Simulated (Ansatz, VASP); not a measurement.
Au3S in VASP and in Ansatz

Contents of INCAR:

```
SYSTEM = Au3S
PREC = Accurate
ENCUT = 600
EDIFF = 1E-7
ISMEAR = 0
SIGMA = 0.1
LREAL = .FALSE.
LASPH = .TRUE.
NELM = 100
ALGO = Normal
ISIF = 3
LWAVE = .FALSE.
LCHARG = .FALSE.
GGA = PE
IBRION = 2
NSW = 90
EDIFFG = -0.04
```

KPOINTS

```
regular mesh
0
G
  4 4 4
  0 0 0
```

The input POSCAR:

```
Au3S
1.0
    4.2089561019      0.0000000000      0.0000000000
    0.0000000000      4.2089561019      0.0000000000
    0.0000000000      0.0000000000      4.2089561019
S Au
1 3
Direct
    0.0000000000      0.0000000000      0.0000000000
    0.0000000000      0.5000000000      0.5000000000
    0.5000000000      0.0000000000      0.5000000000
    0.5000000000      0.5000000000      0.0000000000
```

Input for Ansatz:

```yaml
crystal:
  lattice:
    - [4.2089561019, 0.0, 0.0]
    - [0.0, 4.2089561019, 0.0]
    - [0.0, 0.0, 4.2089561019]
  atoms:
    - { symbol: S, position: [0.0, 0.0, 0.0] }
    - { symbol: Au, position: [0.0, 0.5, 0.5] }
    - { symbol: Au, position: [0.5, 0.0, 0.5] }
    - { symbol: Au, position: [0.5, 0.5, 0.0] }
basis:
  ecutwfc: 420
kpoints:
  mp_grid: { grid: [4, 4, 4] }
hamiltonian:
  xc: pbe
scf:
  occupations: { method: gaussian, width: 0.1 }
  lower_state_search: "off"
output:
  forces: true
  stress: true
  eigenvalues: true
relax:
  adjacent_minimum: "off"
  f_tol: 0.04
  max_steps: 70
  cell: { stress_tol: 0.4 }
```

Alike in both runs: task relaxation of cell and atoms; functional PBE; k mesh 4 × 4 × 4; occupations gaussian, width 0.1 eV; no spin polarisation.

|  | VASP | Ansatz |
| --- | --- | --- |
| version | VASP 6.6.1 | Ansatz 0.2.0 |
| potentials or method | VASP PAW PBE potentials, release 64 (S, Au), cutoff 600 eV | scalar-relativistic, plane waves, PAW |
| valence electrons in the cell | 39 | 63 |

|  | VASP | Ansatz | Ansatz less VASP |
| --- | --- | --- | --- |
| gap on the k mesh at the Fermi level, each at its own relaxed structure (eV) | none | none | - |
| relaxed volume (Å³/atom) | 17.85 | 17.86 | +0.008 |
| relaxed cell length with the largest relative difference (Å) | 4.149 | 4.149 | +0.0006 |

A gap of «none» marks a metal or a gap that the smearing closes. VASP's potentials hold 39 valence electrons a cell and Ansatz's 63, so a difference there can come from the potentials and not from the codes.

The k mesh is coarse, so the values compare programs but aren't converged. Neither program's run includes spin-orbit coupling.
